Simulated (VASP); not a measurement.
Crystal: GaN.

```
CELL_PARAMETERS angstrom
0.00000 2.26842 2.26842
2.26842 0.00000 2.26842
2.26842 2.26842 0.00000
ATOMIC_POSITIONS crystal
Ga 0.00000 0.00000 0.00000
N 0.25000 0.25000 0.25000
```

Base run:

| Item | Value |
| --- | --- |
| Program | VASP 6.6.1 |
| Functional | b88 exchange, pbe correlation |
| Potentials or basis | VASP PAW PBE potentials, release 64 (Ga_d, N) |
| Cutoff | 600 eV |
| k mesh | 10 × 10 × 10 |
| Occupations | fermi-dirac, width 0.05 eV |
| Spin | no spin polarisation |

Its results: band gap on the k mesh 1.60 eV; pressure 0.9 GPa.

**Question.** The run is repeated on the same cell with these changes: functional from b88 exchange, pbe correlation to B3LYP; cutoff from 600 eV to 520 eV; k mesh from 10 × 10 × 10 to 5 × 5 × 5. What comes out?

**Answer.** Band gap on the k mesh 3.28 eV; pressure 1.4 GPa.

Several settings changed at once.

Caveats: some runs use coarse meshes; the PAW data sets were made with another functional, which shifts forces and pressure a little.

